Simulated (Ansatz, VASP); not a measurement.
**Two plane-wave programs on Cu5Mo**

File INCAR:

```
SYSTEM = Cu5Mo
ALGO     = Normal         ! electronic algorithm
EDIFF    = 1E-6           ! SCF threshold, eV
ENCUT    = 600            ! plane-wave cutoff, eV
GGA      = PE             ! functional
GGA_COMPAT= .False.      
ISIF     = 2              ! what is computed and relaxed
ISMEAR   = 0              ! smearing method
LASPH    = .True.         ! aspherical terms in the spheres
LCHARG   = .True.         ! write CHGCAR
LELF     = .True.         ! ELF
LREAL    = .False.        ! projectors in reciprocal space
LVHAR    = .True.       
LWAVE    = .False.        ! write WAVECAR
NBANDS   = 44             ! bands
NELM     = 120            ! most SCF steps
PREC     = Accurate       ! precision mode
SIGMA    = 0.1            ! smearing width, eV
```

KPOINTS

```
k-points
0
Gamma
  6 6 2
  0 0 0
```

Contents of POSCAR:

```
Cu5Mo
1.0
    2.6000932434      0.0000000000      0.0000000000
    0.0000000000      2.6000932434      0.0000000000
    0.0000000000      0.0000000000     11.1678995469
Cu Mo
5 1
Direct
    0.5000000000      0.5000000000      0.3411417443
    0.5000000000      0.5000000000      0.6588582557
    0.0000000000      0.0000000000      0.1808796864
    0.0000000000      0.0000000000      0.8191203136
    0.0000000000      0.0000000000      0.5000000000
    0.5000000000      0.5000000000      0.0000000000
```

Input for Ansatz:

```yaml
crystal:
  lattice:
    - [2.6000932434, 0.0, 0.0]
    - [0.0, 2.6000932434, 0.0]
    - [0.0, 0.0, 11.1678995469]
  atoms:
    - { symbol: Cu, position: [0.5, 0.5, 0.3411417443] }
    - { symbol: Cu, position: [0.5, 0.5, 0.6588582557] }
    - { symbol: Cu, position: [0.0, 0.0, 0.1808796864] }
    - { symbol: Cu, position: [0.0, 0.0, 0.8191203136] }
    - { symbol: Cu, position: [0.0, 0.0, 0.5] }
    - { symbol: Mo, position: [0.5, 0.5, 0.0] }
basis:
  ecutwfc: 420
kpoints:
  mp_grid: { grid: [6, 6, 2] }
hamiltonian:
  xc: pbe
scf:
  occupations: { method: gaussian, width: 0.1 }
  lower_state_search: "off"
output:
  forces: true
  stress: true
  eigenvalues: true
```

Change from the starting cell: species swapped into the Hf5Pb type (P4/mmm, No. 123).

Alike in both runs: task single point; functional PBE; k mesh 6 × 6 × 2; occupations gaussian, width 0.1 eV; no spin polarisation.

|  | VASP | Ansatz |
| --- | --- | --- |
| version | VASP 6.6.1 | Ansatz 0.2.0 |
| potentials or method | VASP PAW PBE potentials, release 64 (Cu, Mo_sv), cutoff 600 eV | scalar-relativistic, plane waves, PAW |
| valence electrons in the cell | 69 | 109 |

|  | VASP | Ansatz | Ansatz less VASP |
| --- | --- | --- | --- |
| gap on the k mesh at the Fermi level (eV) | none | none | - |
| pressure (GPa) | 0.5 | 0.0 | -0.54 |
| traceless stress, the component that is largest in VASP (GPa) | 0.51 | 0.60 | +0.093 |
| rms of the force components (eV/Å) | 0.032 | 0.031 | -0.0018 |

Atom by atom the forces differ by 0.004 eV/Å (rms over components). A gap of «none» marks a metal or a gap that the smearing closes. With one functional, cell and mesh, what is left measures potentials, basis and numerics. VASP's potentials hold 69 valence electrons a cell and Ansatz's 109, so a difference there can come from the potentials and not from the codes.

The k mesh is coarse, so the values compare programs but aren't converged.
